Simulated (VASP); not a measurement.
The system is AgCl.

```
Ag Cl
1.0
     2.43610   -2.43766    0.00000
     2.43610    2.43766    0.00000
     0.00000    0.00000    5.38008
Ag Cl
2 2
Direct
  0.75000 0.75000 0.41240
  0.50000 0.50000 0.00000
  0.25000 0.25000 0.58760
  0.00000 0.00000 0.00000
```

The cell was generated, and may not be a known phase.

```yaml
Program: VASP 6.6.1
Task: relaxation of cell and atoms
Functional: PBE
Potentials_or_basis: VASP PAW PBE potentials, release 64 (Ag, Cl)
Cutoff: 600 eV
k_mesh: 6 × 6 × 4
Occupations: gaussian, width 0.1 eV
Spin: no spin polarisation
```

At the start: pressure 32.9 GPa; volume 15.97 Å³/atom.

Q: How do energy, volume and symmetry change on relaxing?

A: Over 46 steps the energy falls by 631.7 meV/atom and the volume is 26.47 Å³/atom (+65.7 %); space group Cm (No. 8, to 0.1 Å) before and after.

Step by step:
```
step  energy change (eV)  largest force (eV/Å)  pressure (GPa)  volume (Å³)
   1              0.0000                2.6576           32.86        63.90
   3             -2.1152                0.8645           -0.40        88.88
   5             -2.1173                0.8485           -0.72        89.63
   7             -2.2686                0.3872            1.81        86.47
   9             -2.3353                0.2695           -0.99        92.84
  11             -2.3889                0.3752            0.97        90.22
  13             -2.4145                0.2190            0.13        92.00
  15             -2.4298                0.1053            0.05        93.16
  17             -2.4524                0.1193           -0.29        97.08
  19             -2.4563                0.0811            0.18        96.50
  21             -2.4600                0.0792            0.11        97.34
  23             -2.4653                0.1017           -0.07        99.21
  25             -2.4746                0.2498           -0.29       103.89
  27             -2.4823                0.1708           -0.13       102.65
  29             -2.4954                0.2053            0.74       103.54
  31             -2.5044                0.1670            0.30       104.62
  33             -2.5111                0.1293           -0.11       106.07
  35             -2.5181                0.1140            0.12       105.55
  37             -2.5194                0.0891            0.01       105.86
  39             -2.5216                0.0436           -0.13       106.37
  41             -2.5222                0.0918            0.36       104.97
  43             -2.5243                0.0569            0.09       105.75
  45             -2.5266                0.0430           -0.02       106.05
  46             -2.5270                0.0209            0.05       105.86
```

Final structure:
```
Ag Cl
1.0
     3.55006   -2.24802   -0.18998
     3.55006    2.24802   -0.18998
    -0.47731    0.00000    6.65802
Ag Cl
2 2
Direct
  0.73347 0.73347 0.41938
  0.49076 0.49076 0.95400
  0.41693 0.41693 0.55841
  0.85884 0.85884 0.06822
```

Caveat: the volume moved by over 15 % at a fixed basis, so the end points are rough.
